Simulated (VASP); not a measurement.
# Ti (Fm-3m) in VASP: a series of runs

The runs below take Ti through single point, with r2SCAN.

Everything below comes from runs of VASP 6.6.1. Logs are shortened: lines on timing, memory, paths and dates and some standing lists are left out, and cuts for length are marked.

### 1 The cell of the first run

Symmetry: Fm-3m, No. 225, cubic system. Conventional cell: a = 4.026 Å, b = 4.026 Å, c = 4.026 Å, α = 90.00°, β = 90.00°, γ = 90.00°. Within 3.8 Å of Ti (site symmetry m-3m) lie 12 Ti at 2.85 Å.

### 2 Single point, r2SCAN

POSCAR

```
Ti
1.0
    0.0000000000      2.0129403699      2.0129403699
    2.0129403699      0.0000000000      2.0129403699
    2.0129403699      2.0129403699      0.0000000000
Ti
1
Direct
    0.0000000000      0.0000000000      0.0000000000
```

INCAR.step1

```
SYSTEM = Ti
PREC = Accurate
ENCUT = 520
ISMEAR = -1
SIGMA = 0.15
LREAL = .False.
LASPH = .True.
NELM = 100
NBANDS = 12
GGA = PE
ALGO = Normal
EDIFF = 1E-4
LWAVE = .True.
LCHARG = .False.
```

INCAR.step2

```
SYSTEM = Ti
PREC = Accurate
ENCUT = 520
EDIFF = 1E-6
ISMEAR = -1
SIGMA = 0.15
LREAL = .False.
LASPH = .True.
NELM = 100
ALGO = Normal
ISIF = 2
LWAVE = .False.
LCHARG = .False.
METAGGA = R2SCAN
LMIXTAU = .True.
NBANDS = 12
ISTART = 1
```

KPOINTS

```
Automatic mesh
0
Gamma
  12 12 12
  0 0 0
```

Potentials or basis: VASP PAW PBE potentials, release 64 (Ti_sv).

Run with:

```sh
$ cat potpaw_PBE.64/Ti_sv/POTCAR > POTCAR
$ cp INCAR.step1 INCAR
$ mpirun -np 1 vasp_std > vasp.out
$ cp INCAR.step2 INCAR
$ mpirun -np 1 vasp_std > vasp.out
```

OUTCAR:

```text
SYSTEM = Ti
   PREC = Accurate
   ENCUT = 520
   EDIFF = 1E-6
   ISMEAR = -1
   LREAL = .False.
   LASPH = .True.
   NELM = 100
   ISIF = 2
   METAGGA = R2SCAN
   ISTART = 1

 ion  position               nearest neighbor table
   1  0.000  0.000  0.000-

  LATTYP: Found a face centered cubic cell.
 ALAT       =     4.0258807398

  Lattice vectors:

 A1 = (   0.0000000000,   2.0129403699,   2.0129403699)
 A2 = (   2.0129403699,   0.0000000000,   2.0129403699)
 A3 = (   2.0129403699,   2.0129403699,   0.0000000000)

Analysis of symmetry for initial positions (statically):
=====================================================================
 Subroutine PRICEL returns:
 Original cell was already a primitive cell.

 Routine SETGRP: Setting up the symmetry group for a
 face centered cubic supercell.

 Subroutine GETGRP returns: Found 48 space group operations
 (whereof 48 operations were pure point group operations)
 out of a pool of 48 trial point group operations.

The static configuration has the point symmetry O_h .

Analysis of symmetry for dynamics (positions and initial velocities):
=====================================================================
 Subroutine PRICEL returns:
 Original cell was already a primitive cell.

 Routine SETGRP: Setting up the symmetry group for a
 face centered cubic supercell.

 Subroutine GETGRP returns: Found 48 space group operations
 (whereof 48 operations were pure point group operations)
 out of a pool of 48 trial point group operations.

The dynamic configuration has the point symmetry O_h .

 Subroutine INISYM returns: Found 48 space group operations
 (whereof 48 operations are pure point group operations),
 and found     1 'primitive' translations

----------------------------------------------------------------------------------------

                                     Primitive cell

  volume of cell :      16.3126

  direct lattice vectors                    reciprocal lattice vectors
     0.000000000  2.012940370  2.012940370    -0.248392852  0.248392852  0.248392852
     2.012940370  0.000000000  2.012940370     0.248392852 -0.248392852  0.248392852
     2.012940370  2.012940370  0.000000000     0.248392852  0.248392852 -0.248392852

  length of vectors
     2.846727571  2.846727571  2.846727571     0.430229040  0.430229040  0.430229040

  position of ions in fractional coordinates (direct lattice)
     0.000000000  0.000000000  0.000000000

  ion indices of the primitive-cell ions
   primitive index   ion index
                 1           1
[... 74 lines left out ...]
   EDIFFG = 0.1E-04   stopping-criterion for IOM
   NSW    =      0    number of steps for IOM
   IBRION =     -1    ionic relax: 0-MD 1-quasi-New 2-CG
   NFREE  =      0    steps in history (QN), initial steepest desc. (CG)
   ISIF   =      2    stress and relaxation
   ISYM   =      2    0-nonsym 1-usesym 2-fastsym
   POTIM  = 0.5000    time-step for ionic-motion
   TEBEG  =    0.0;   TEEND  =   0.0 temperature during run
   PSTRESS=    0.0 pullay stress
   NELECT =      12.0000    total number of electrons
   NUPDOWN=      -1.0000    fix difference up-down
   EMIN   =  10.00;   EMAX   =-10.00  energy-range for DOS
   EFERMI =   0.00;   METHOD = LEGACY
   ISMEAR =    -1;   SIGMA  =   0.15  broadening in eV -4-tet -1-fermi 0-gaus
   EFERMI_NEDOS =   21; number of points for ismear=-14 and -15
   IALGO  =     38    algorithm
   IMIX   =      4    mixing-type and parameters
     AMIX     =   0.40;   BMIX     =  1.00
     AMIX_MAG =   1.60;   BMIX_MAG =  1.00
  volume/ion in A,a.u.               =      16.31       110.08
  Fermi-wavevector in a.u.,A,eV,Ry     =   1.477841  2.792714 29.715309  2.184014
  Thomas-Fermi vector in A             =   2.592195
   LORBIT       =      0    0 simple, 1 ext, 2 COOP (PROOUT), +10 PAW based schemes
   METAGGA = R2SCAN    functional components
   LHFCALC =     F    Hartree Fock is set to
   AEXX    =    0.0000 exact exchange contribution
   IVDW    =     0    specifies the selected vdW correction
   LEPSILON=     F    determine dielectric tensor
   LRPA    =     F    only Hartree local field effects (RPA)
 non-spin polarized calculation
  energy-cutoff  :      520.00
  volume of cell :       16.31
 maximum number of plane-waves:       459
 NGX is ok and might be reduce to    24
   NGX = 11   NGY = 11   NGZ = 11

 number of electron      12.0000000 magnetization

 Free energy of the ion-electron system (eV)
  ---------------------------------------------------
  ext. energy  EPLUGINS =         0.00000000
  ---------------------------------------------------
  free energy    TOTEN  =       -12.90633331 eV

  energy without entropy =      -12.79883821  energy(sigma->0) =      -12.85258576

 E-fermi :   8.9342     XC(G=0): -12.7354

 val. band max:        8.9009001965   @ k =   0.3333   0.0000   0.0000
 cond. band min:       8.9497931259   @ k =  -0.3333   0.4167   0.1667
 fundamental gap:      0.0488929294
 Fermi energy:         8.9342299170

 k-point     1 :       0.0000    0.0000    0.0000
  band No.  band energies     occupation
      1     -49.9890      2.00000
      2     -24.7137      2.00000
      3     -24.7137      2.00000
      4     -24.7137      2.00000
      5       2.3188      2.00000
      6       9.9781      0.00190
      7       9.9781      0.00190
      8       9.9782      0.00190
      9      11.9299      0.00000
     10      11.9299      0.00000
     11      25.0447      0.00000
     12      30.2633      0.00000
[... 331 lines left out ...]
 k-point    24 :      -0.4167    0.1667    0.0000
  band No.  band energies     occupation
      1     -49.8068      2.00000
      2     -25.4869      2.00000
      3     -24.9756      2.00000
      4     -24.8504      2.00000
      5       6.7652      2.00000
      6       8.4891      1.90218
      7       9.4986      0.04541
      8      10.4559      0.00008
      9      12.7990      0.00000
     10      14.4628      0.00000
     11      18.2211      0.00000
     12      23.9232      0.00000

 [... further k-points ...]
[... 5 lines left out ...]
  --------------------------------------------------------------------------------------
  -------------------------------------------------------------------------------------
  Total        0.8799707      0.8799707      0.8799707     -0.0000000      0.0000000     -0.0000000
  in kB       86.4283210     86.4283210     86.4283210     -0.0000000      0.0000000     -0.0000000
  external PRESSURE =      86.4283210 kB  Pullay stress =       0.0000000 kB

 VOLUME and BASIS-vectors are now :
 -----------------------------------------------------------------------------
  energy-cutoff  :      520.00
  volume of cell :       16.31
      direct lattice vectors                 reciprocal lattice vectors
     0.000000000  2.012940370  2.012940370    -0.248392852  0.248392852  0.248392852
     2.012940370  0.000000000  2.012940370     0.248392852 -0.248392852  0.248392852
     2.012940370  2.012940370  0.000000000     0.248392852  0.248392852 -0.248392852

 POSITION                                       TOTAL-FORCE (eV/Angst)
 -----------------------------------------------------------------------------------
      0.00000      0.00000      0.00000         0.000000      0.000000      0.000000
 -----------------------------------------------------------------------------------
    total drift:                               -0.000000      0.000000      0.000000

  FREE ENERGIE OF THE ION-ELECTRON SYSTEM (eV)
  ---------------------------------------------------
  free  energy   TOTEN  =       -12.9063333142 eV

  energy  without entropy=      -12.7988382114  energy(sigma->0) =      -12.85258576
```

OUTCAR.step1:

```text
SYSTEM = Ti
   PREC = Accurate
   ENCUT = 520
   ISMEAR = -1
   LREAL = .False.
   LASPH = .True.
[... 577 lines left out ...]
 -----------------------------------------------------------------------------------
      0.00000      0.00000      0.00000         0.000000      0.000000      0.000000
 -----------------------------------------------------------------------------------
    total drift:                                0.000000     -0.000000     -0.000000

  FREE ENERGIE OF THE ION-ELECTRON SYSTEM (eV)
  ---------------------------------------------------
  free  energy   TOTEN  =        -7.8147656062 eV

  energy  without entropy=       -7.6978777544  energy(sigma->0) =       -7.75632168
```

It took 21 s on 1 thread of Intel Xeon 6975P-C (Granite Rapids), shared host; peak memory 0.14 GiB.

Results:

- Free energy: -12.9063 eV
- Pressure: 8.6 GPa
- Band gap on the k mesh: zero (band 6 reaches 9.98 eV, above the bottom of band 7 at 8.49 eV)

Caveat: the PAW data sets were made with another functional, which shifts forces and pressure a little.

### 3 Single point, r2SCAN

This run uses another cell than the first one, of 16.73 Å³/atom, 1.026 times its volume.

POSCAR

```
Ti
1.0
    0.0000000000      2.0300000000      2.0300000000
    2.0300000000      0.0000000000      2.0300000000
    2.0300000000      2.0300000000      0.0000000000
Ti
1
Direct
    0.0000000000      0.0000000000      0.0000000000
```

INCAR.step1

```
ALGO = Normal
EDIFF = 1E-4
ENCUT = 520
GGA = PE
ISMEAR = -1
LASPH = T
LCHARG = F
LREAL = F
LWAVE = T
NBANDS = 12
NELM = 60
PREC = Accurate
SIGMA = 0.15
```

INCAR.step2

```
ALGO = Normal
EDIFF = 1E-6
ENCUT = 520
ISIF = 2
ISMEAR = -1
ISTART = 1
LASPH = T
LCHARG = F
LMIXTAU = T
LREAL = F
LWAVE = F
METAGGA = R2SCAN
NBANDS = 12
NELM = 60
PREC = Accurate
SIGMA = 0.15
```

KPOINTS

```
k-points
0
Gamma
  12 12 12
```

Potentials or basis: VASP PAW PBE potentials, release 64 (Ti_sv).

Run with:

```sh
$ cat potpaw_PBE.64/Ti_sv/POTCAR > POTCAR
$ cp INCAR.step1 INCAR
$ mpirun -np 1 vasp_std > vasp.out
$ cp INCAR.step2 INCAR
$ mpirun -np 1 vasp_std > vasp.out
```

Wall time 22 s (1 thread of Intel Xeon 6975P-C (Granite Rapids), shared host); peak memory 0.14 GiB.

Results (log left out):

```yaml
Free_energy: -12.9248 eV
Pressure: 5.3 GPa
Band_gap_on_the_k_mesh: zero (band 6 reaches 9.68 eV, above the bottom of band 7 at 8.21 eV)
```

Levels at points of the mesh, in eV from the Fermi level:
```
           k point  band 3  band 4  band 5  band 6  band 7  band 8  band 9  band 10
(0.00, 0.00, 0.00)  -33.73  -33.73   -6.56    1.03    1.03    1.03    2.92     2.92
(0.50, 0.00, 0.00)  -33.83  -33.83   -2.80    0.54    0.94    0.94    4.01     4.01
(0.50, 0.50, 0.00)  -34.00  -34.00   -2.80   -1.89    2.98    4.06    4.26     4.26
```

Caveat: the PAW data sets were made with another functional, which shifts forces and pressure a little.
